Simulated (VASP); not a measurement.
Input of a VASP 6.6.1 run:

The input INCAR:

```
SYSTEM = Al3SiNO
  PREC = Accurate
  ENCUT = 520
  EDIFF = 1E-6
  ISMEAR = 0
  SIGMA = 0.1
  LREAL = .False.
  LASPH = .True.
  NELM = 80
  ALGO = Normal
  ISIF = 2
  LWAVE = .False.
  LCHARG = .True.
  GGA = PE
  LELF = .True.
  LVHAR = .True.
  NBANDS = 21
```

Contents of KPOINTS:

```
Automatic mesh
0
Gamma
  4 4 4
  0 0 0
```

File POSCAR:

```
Al3SiNO
1.0
    4.8713623700      0.0000000000      0.0000000000
    0.0000000000      3.9443762000      0.0000000000
   -2.3658188000      0.0000000000      4.3502241200
Al Si N O
3 1 1 1
Direct
    0.1677060000      0.0000000000      0.8372889800
    0.8322940000      0.0000000000      0.1627110200
    0.5000000000      0.5000000000      0.0000000000
    0.0000000000      0.5000000000      0.0000000000
    0.0000000000      0.5000000000      0.5000000000
    0.5000000000      0.0000000000      0.5000000000
```

Potentials or basis: VASP PAW PBE potentials, release 64 (Al, Si, N, O).

The run is started by

```sh
$ cat potpaw_PBE.64/Al/POTCAR potpaw_PBE.64/Si/POTCAR potpaw_PBE.64/N/POTCAR potpaw_PBE.64/O/POTCAR > POTCAR
$ mpirun -np 1 vasp_std > vasp.out
```

Question: Estimate the band gap on the k mesh.

Answer: Zero (bands 12 and 13 overlap by 1.86 eV).

Question: Predict the largest force.

Answer: 2.319 eV/Å.

Question: Estimate the pressure.

Answer: 0.4 GPa.

Forces on the atoms (eV/Å):
```
Al  -0.376  0.000 -2.289
Al   0.376  0.000  2.289
Al   0.000  0.000  0.000
Si   0.000  0.000  0.000
N    0.000  0.000  0.000
O    0.000  0.000  0.000
```

Caveat: the k points lie up to 0.40 Å⁻¹ apart, too coarse for converged energies and pressures of a metal; forces of over 1 eV/Å act on the atoms, so gaps and moduli don't describe the material at rest.
